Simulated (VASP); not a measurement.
Wanted: the native input for a VASP 6.6.1 run.

```yaml
Task: single point
Functional: PBE
Potentials_or_basis: VASP PAW PBE potentials, release 64 (Cd)
Cutoff: 520 eV
k_mesh: 18 × 18 × 18
Occupations: gaussian, width 0.15 eV
Spin: no spin polarisation
Dipole_correction: no
Further_INCAR_settings: ALGO = Fast; EDIFF = 1e-06; NBANDS = 12
```

The structure of Cd lies in POSCAR:

```
Cd
1.0
    0.0000000000      2.1072422625      2.2181497500
    2.1072422625      0.0000000000      2.2181497500
    2.1072422625      2.1072422625      0.0000000000
Cd
1
Direct
    0.0000000000      0.0000000000      0.0000000000
```

This cell differs from its parent crystal: strain -0.050 along x and y, +0.000 along z.

One way to write it, as run:

INCAR

```
SYSTEM = Cd
PREC = Accurate ; ENCUT = 520
EDIFF = 1E-6 ; ISMEAR = 0
SIGMA = 0.15 ; LREAL = .False.
LASPH = .True. ; NELM = 60
ALGO = Fast ; ISIF = 2
LWAVE = .False. ; LCHARG = .True.
GGA = PE ; LELF = .True.
LVHAR = .True. ; NBANDS = 12
```

KPOINTS

```
regular mesh
0
Gamma
  18 18 18
  0 0 0
```

Potentials or basis: VASP PAW PBE potentials, release 64 (Cd).

Launch:

```bash
$ cat potpaw_PBE.64/Cd/POTCAR > POTCAR
$ mpirun -np 1 vasp_std > vasp.out
```

Results of the run:

* Pressure: 10.2 GPa
* Band gap on the k mesh: zero (band 6 reaches 5.55 eV, above the bottom of band 7 at 2.50 eV)

Caveat: the cell differs from its parent crystal (strain -0.050 along x and y, +0.000 along z).

It took 87 s on 1 thread of Intel(R) Xeon(R) Platinum 8259CL CPU @ 2.50GHz (Skylake/Cascade Lake), with other jobs on the host, peak memory 0.23 GiB.
